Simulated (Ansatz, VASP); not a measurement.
# Ti: VASP beside Ansatz

```
CELL_PARAMETERS angstrom
3.05600 0.00000 0.00000
-1.52800 2.64657 0.00000
0.00000 0.00000 4.46461
ATOMIC_POSITIONS crystal
Ti 0.33333 0.66667 0.25000
Ti 0.66667 0.33333 0.75000
```

Change from the starting cell: strain +0.040 along x and y, -0.040 along z, atoms carried along.

Alike in both runs: task single point; functional PBE; k mesh 24 × 24 × 14; occupations gaussian, width 0.15 eV; no spin polarisation.

```csv
,VASP,Ansatz
version,VASP 6.6.1,Ansatz 0.2.0
potentials or method,"VASP PAW PBE potentials, release 64 (Ti_sv), cutoff 520 eV","scalar-relativistic, plane waves, PAW"
valence electrons in the cell,24,24
```

Ansatz gave:

* gap on the k mesh at the Fermi level (eV): none
* pressure (GPa): -3.6
* traceless stress, the component that is largest in VASP (GPa): 5.17

Which values does VASP return?

gap on the k mesh at the Fermi level (eV): none; pressure (GPa): -3.7; traceless stress, the component that is largest in VASP (GPa): 5.13.

A gap of «none» marks a metal or a gap that the smearing closes.
